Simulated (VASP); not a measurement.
# BiTe (R-3m) in VASP: settings compared

The runs below take BiTe through single point, with RPBE, RPBE+D3(BJ).

Program: VASP 6.6.1. These are calculated values, not measurements. Logs are shortened: lines on timing, memory, paths and dates and some standing lists are left out, and cuts for length are marked.

### 1 The cell of the first run

Symmetry: R-3m, No. 166, trigonal system. The conventional cell has a = 4.845 Å, b = 4.845 Å, c = 9.952 Å, α = 90.00°, β = 90.00°, γ = 120.00°. Bi (site symmetry -3m) has 6 Te at 3.25 Å within 4.3 Å. Within 4.3 Å of Te (site symmetry -3m) lie 6 Bi at 3.25 Å.

### 2 Single point, RPBE

File INCAR:

```
SYSTEM = BiTe
PREC = Accurate
ENCUT = 520
EDIFF = 1E-7
ISMEAR = 0
SIGMA = 0.05
LREAL = .FALSE.
LASPH = .TRUE.
NELM = 60
ALGO = Normal
ISIF = 2
LWAVE = .FALSE.
LCHARG = .FALSE.
GGA = RP
NBANDS = 18
```

File KPOINTS:

```
regular mesh
0
G
  7 7 7
  0 0 0
```

File POSCAR:

```
BiTe
1.0
    2.4227077728      1.3987509848      3.3172919545
   -2.4227077728      1.3987509848      3.3172919545
    0.0000000000     -2.7975019696      3.3172919545
Bi Te
1 1
Direct
    0.5000000000      0.5000000000      0.5000000000
    0.0000000000      0.0000000000      0.0000000000
```

Potentials or basis: VASP PAW PBE potentials, release 64 (Bi_d, Te).

Run with:

```console
cat potpaw_PBE.64/Bi_d/POTCAR potpaw_PBE.64/Te/POTCAR > POTCAR
mpirun -np 1 vasp_std > vasp.out
```

OUTCAR:

```text
SYSTEM = BiTe
   PREC = Accurate
   ENCUT = 520
   EDIFF = 1E-7
   ISMEAR = 0
   LREAL = .FALSE.
   LASPH = .TRUE.
   NELM = 60
   ISIF = 2
   GGA = RP

 ion  position               nearest neighbor table
   1  0.500  0.500  0.500-   2 3.25   2 3.25   2 3.25   2 3.25   2 3.25   2 3.25
   2  0.000  0.000  0.000-   1 3.25   1 3.25   1 3.25   1 3.25   1 3.25   1 3.25

  LATTYP: Found a trigonal (rhomboedric) cell.
 ALAT       =     4.3394058558
 COS(alpha) =     0.3765932224

  Lattice vectors:

 A1 = (   2.4227077728,   1.3987509848,   3.3172919545)
 A2 = (  -2.4227077728,   1.3987509848,   3.3172919545)
 A3 = (   0.0000000000,  -2.7975019696,   3.3172919545)

Analysis of symmetry for initial positions (statically):
=====================================================================
 Subroutine PRICEL returns:
 Original cell was already a primitive cell.

 Routine SETGRP: Setting up the symmetry group for a
 trigonal (rhombohedral) supercell.

 Subroutine GETGRP returns: Found 12 space group operations
 (whereof 12 operations were pure point group operations)
 out of a pool of 12 trial point group operations.

The static configuration has the point symmetry D_3d.

Analysis of symmetry for dynamics (positions and initial velocities):
=====================================================================
 Subroutine PRICEL returns:
 Original cell was already a primitive cell.

 Routine SETGRP: Setting up the symmetry group for a
 trigonal (rhombohedral) supercell.

 Subroutine GETGRP returns: Found 12 space group operations
 (whereof 12 operations were pure point group operations)
 out of a pool of 12 trial point group operations.

The dynamic configuration has the point symmetry D_3d.

 Subroutine INISYM returns: Found 12 space group operations
 (whereof 12 operations are pure point group operations),
 and found     1 'primitive' translations

----------------------------------------------------------------------------------------

                                     Primitive cell

  volume of cell :      67.4491

  direct lattice vectors                    reciprocal lattice vectors
     2.422707773  1.398750985  3.317291954     0.206380648  0.119153923  0.100483568
    -2.422707773  1.398750985  3.317291954    -0.206380648  0.119153923  0.100483568
     0.000000000 -2.797501970  3.317291954     0.000000000 -0.238307845  0.100483568

  length of vectors
     4.339405856  4.339405856  4.339405856     0.258626326  0.258626326  0.258626326

[... 73 lines left out ...]
   ICHARG =      2    charge: 1-file 2-atom 10-const
   ISPIN  =      1    spin polarized calculation?
   LNONCOLLINEAR =      F non collinear calculations
   LSORBIT =      F    spin-orbit coupling
   LASPH  =      T    aspherical Exc in radial PAW
   ENCUT  =  520.0 eV  38.22 Ry    6.18 a.u.   8.07  8.07  8.07*2*pi/ulx,y,z
   NELM   =     60;   NELMIN=  2; NELMDL= -5     # of ELM steps
   EDIFF  = 0.1E-06   stopping-criterion for ELM
   LREAL  =      F    real-space projection
   EDIFFG = 0.1E-05   stopping-criterion for IOM
   NSW    =      0    number of steps for IOM
   IBRION =     -1    ionic relax: 0-MD 1-quasi-New 2-CG
   NFREE  =      0    steps in history (QN), initial steepest desc. (CG)
   ISIF   =      2    stress and relaxation
   ISYM   =      2    0-nonsym 1-usesym 2-fastsym
   POTIM  = 0.5000    time-step for ionic-motion
   TEBEG  =    0.0;   TEEND  =   0.0 temperature during run
   PSTRESS=    0.0 pullay stress
   NELECT =      21.0000    total number of electrons
   NUPDOWN=      -1.0000    fix difference up-down
   EMIN   =  10.00;   EMAX   =-10.00  energy-range for DOS
   EFERMI =   0.00;   METHOD = LEGACY
   ISMEAR =     0;   SIGMA  =   0.05  broadening in eV -4-tet -1-fermi 0-gaus
   EFERMI_NEDOS =   21; number of points for ismear=-14 and -15
   IALGO  =     38    algorithm
   IMIX   =      4    mixing-type and parameters
     AMIX     =   0.40;   BMIX     =  1.00
     AMIX_MAG =   1.60;   BMIX_MAG =  1.00
  volume/ion in A,a.u.               =      33.72       227.58
  Fermi-wavevector in a.u.,A,eV,Ry     =   1.109573  2.096789 16.750837  1.231152
  Thomas-Fermi vector in A             =   2.246114
   LORBIT       =      0    0 simple, 1 ext, 2 COOP (PROOUT), +10 PAW based schemes
   GGA     = RP    functional components
   LHFCALC =     F    Hartree Fock is set to
   AEXX    =    0.0000 exact exchange contribution
   IVDW    =     0    specifies the selected vdW correction
   LEPSILON=     F    determine dielectric tensor
   LRPA    =     F    only Hartree local field effects (RPA)
 non-spin polarized calculation
 Gauss-broadening in eV      SIGMA  =   0.05
  energy-cutoff  :      520.00
  volume of cell :       67.45
 maximum number of plane-waves:      1827
   NGX = 17   NGY = 17   NGZ = 17

 number of electron      20.9999996 magnetization

 Free energy of the ion-electron system (eV)
  ---------------------------------------------------
  ext. energy  EPLUGINS =         0.00000000
  ---------------------------------------------------
  free energy    TOTEN  =        -6.42147959 eV

  energy without entropy =       -6.42057896  energy(sigma->0) =       -6.42102927

 E-fermi :   6.8255     XC(G=0):  -9.3780

 val. band max:        6.7762657206   @ k =  -0.4286   0.2857   0.2857
 cond. band min:       6.8465128857   @ k =   0.2857   0.2857   0.2857
 fundamental gap:      0.0702471650
 Fermi energy:         6.8254766574

 k-point     1 :       0.0000    0.0000    0.0000
  band No.  band energies     occupation
      1     -16.5393      2.00000
      2     -16.5393      2.00000
      3     -16.5178      2.00000
      4     -16.5178      2.00000
      5     -16.5027      2.00000
      6      -6.6884      2.00000
[... 481 lines left out ...]
      5     -16.5014      2.00000
      6      -5.4723      2.00000
[... 10 lines left out ...]
     17      15.8583      0.00000
     18      17.0607      0.00000

 [... further k-points ...]
[... 5 lines left out ...]
  --------------------------------------------------------------------------------------
  -------------------------------------------------------------------------------------
  Total        0.6516908      0.6516908      0.5031775      0.0000000      0.0000000      0.0000000
  in kB       15.4801726     15.4801726     11.9524071      0.0000000      0.0000000      0.0000000
  external PRESSURE =      14.3042508 kB  Pullay stress =       0.0000000 kB

 VOLUME and BASIS-vectors are now :
 -----------------------------------------------------------------------------
  energy-cutoff  :      520.00
  volume of cell :       67.45
      direct lattice vectors                 reciprocal lattice vectors
     2.422707773  1.398750985  3.317291954     0.206380648  0.119153923  0.100483568
    -2.422707773  1.398750985  3.317291954    -0.206380648  0.119153923  0.100483568
     0.000000000 -2.797501970  3.317291954     0.000000000 -0.238307845  0.100483568

 POSITION                                       TOTAL-FORCE (eV/Angst)
 -----------------------------------------------------------------------------------
      0.00000      0.00000      4.97594         0.000000     -0.000000     -0.000000
      0.00000      0.00000      0.00000        -0.000000      0.000000      0.000000
 -----------------------------------------------------------------------------------
    total drift:                               -0.000000      0.000000     -0.000000

  FREE ENERGIE OF THE ION-ELECTRON SYSTEM (eV)
  ---------------------------------------------------
  free  energy   TOTEN  =        -6.4214795865 eV

  energy  without entropy=       -6.4205789609  energy(sigma->0) =       -6.42102927
```

OSZICAR:

```text
N       E                     dE             d eps       ncg     rms          rms(c)
DAV:   1     0.162329823765E+03    0.16233E+03   -0.99324E+03  1584   0.112E+03
DAV:   2     0.622232453718E+01   -0.15611E+03   -0.15205E+03  1688   0.312E+02
DAV:   3    -0.610512385069E+01   -0.12327E+02   -0.12173E+02  1900   0.908E+01
DAV:   4    -0.644558889284E+01   -0.34047E+00   -0.34027E+00  1976   0.162E+01
DAV:   5    -0.645890188397E+01   -0.13313E-01   -0.13312E-01  2190   0.298E+00    0.598E+00
DAV:   6    -0.641497979792E+01    0.43922E-01   -0.14865E-01  2214   0.220E+00    0.370E+00
DAV:   7    -0.642095741121E+01   -0.59776E-02   -0.43370E-02  1852   0.101E+00    0.710E-01
DAV:   8    -0.642121042266E+01   -0.25301E-03   -0.62470E-03  1902   0.524E-01    0.178E-01
DAV:   9    -0.642146983586E+01   -0.25941E-03   -0.63736E-04  1894   0.161E-01    0.616E-02
DAV:  10    -0.642147364075E+01   -0.38049E-05   -0.29897E-05  2066   0.327E-02    0.308E-02
DAV:  11    -0.642147963423E+01   -0.59935E-05   -0.32481E-05  1758   0.396E-02    0.979E-03
DAV:  12    -0.642147947237E+01    0.16186E-06   -0.41079E-06  1870   0.160E-02    0.379E-03
DAV:  13    -0.642147936005E+01    0.11231E-06   -0.43806E-07  1870   0.469E-03    0.101E-03
DAV:  14    -0.642147949507E+01   -0.13501E-06   -0.74455E-08  1414   0.198E-03    0.132E-03
DAV:  15    -0.642147958648E+01   -0.91416E-07   -0.87450E-09   906   0.621E-04
   1 F= -.64214796E+01 E0= -.64210293E+01  d E =-.900626E-03
```

Wall time 27 s (1 thread of Intel Xeon Platinum 8488C (Sapphire Rapids), shared host); peak memory 0.2 GiB.

Results:

```
Free energy : -6.4215 eV
Pressure    : 1.4 GPa
```

Stress tensor (GPa, compression positive):
```
1.55 0.00 0.00
0.00 1.55 0.00
0.00 0.00 1.20
```

Caveat: the PAW data sets were made with another functional, which shifts forces and pressure a little; spin-orbit coupling is left out, which moves the levels of the heavy elements.

### 3 Single point, RPBE+D3(BJ)

File INCAR:

```
SYSTEM = BiTe
PREC     = Accurate       ! precision mode
ENCUT    = 520            ! plane-wave cutoff, eV
EDIFF    = 1E-7           ! SCF threshold, eV
ISMEAR   = -5             ! smearing method
SIGMA    = 0.05           ! smearing width, eV
LREAL    = .False.        ! projectors in reciprocal space
LASPH    = .True.         ! aspherical terms in the spheres
NELM     = 80             ! most SCF steps
ALGO     = Normal         ! electronic algorithm
ISIF     = 2              ! what is computed and relaxed
LWAVE    = .False.        ! write WAVECAR
LCHARG   = .False.        ! write CHGCAR
GGA      = RP             ! functional
IVDW     = 12             ! dispersion correction
NBANDS   = 18             ! bands
```

File KPOINTS:

```
regular mesh
0
Gamma
  7 7 7
  0 0 0
```

POSCAR is that of step 2.

Potentials or basis: VASP PAW PBE potentials, release 64 (Bi_d, Te).

Run with:

```console
cat potpaw_PBE.64/Bi_d/POTCAR potpaw_PBE.64/Te/POTCAR > POTCAR
mpirun -np 1 vasp_std > vasp.out
```

Run time: 22 s. Hardware: 1 thread of Intel Xeon Platinum 8488C (Sapphire Rapids), shared host; peak memory 0.21 GiB.

The run converged. Its results:

```
Free energy                : -10.5092 eV
Pressure                   : -14.3 GPa
Dispersion energy per atom : -2.026 eV
```

Stress tensor (GPa, compression positive):
```
-14.46   0.00   0.00
  0.00 -14.46   0.00
  0.00   0.00 -14.08
```

Levels at points of the mesh, in eV from the Fermi level:
```csv
k point,band 7,band 8,band 9,band 10,band 11,band 12,band 13,band 14
"(0.00, 0.00, 0.00)",-8.40,-3.07,-3.07,-1.77,1.74,2.37,2.37,3.93
```

Caveat: the PAW data sets were made with another functional, which shifts forces and pressure a little; spin-orbit coupling is left out, which moves the levels of the heavy elements; pairwise dispersion overbinds metals, which lowers pressure and volume; tetrahedron occupations give inexact forces and stress in metals.
